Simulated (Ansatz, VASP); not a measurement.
# BaF2 in VASP and in Ansatz

```
CELL_PARAMETERS angstrom
0.00000 3.09716 3.09716
3.09716 0.00000 3.09716
3.09716 3.09716 0.00000
ATOMIC_POSITIONS crystal
Ba 0.00000 0.00000 0.00000
F 0.25000 0.25000 0.25000
F 0.75000 0.75000 0.75000
```

Alike in both runs: task single point; functional PBEsol; k mesh 5 × 5 × 5; no spin polarisation.

```csv
,VASP,Ansatz
version,VASP 6.6.1,Ansatz 0.2.0
potentials or method,"VASP PAW PBE potentials, release 64 (Ba_sv, F)",plane waves
plane-wave cutoff (eV),600,420
occupations,"gaussian, width 0.01 eV",fixed
valence electrons in the cell,24,24
```

VASP gave:

* gap on the k mesh at the Fermi level (eV): 6.64
* pressure (GPa): -0.5

Task: Which values does Ansatz return?

Result: gap on the k mesh at the Fermi level (eV): 6.72; pressure (GPa): -1.6.

VASP's potentials were made for PBE, not for PBEsol.

Neither program's run includes spin-orbit coupling.
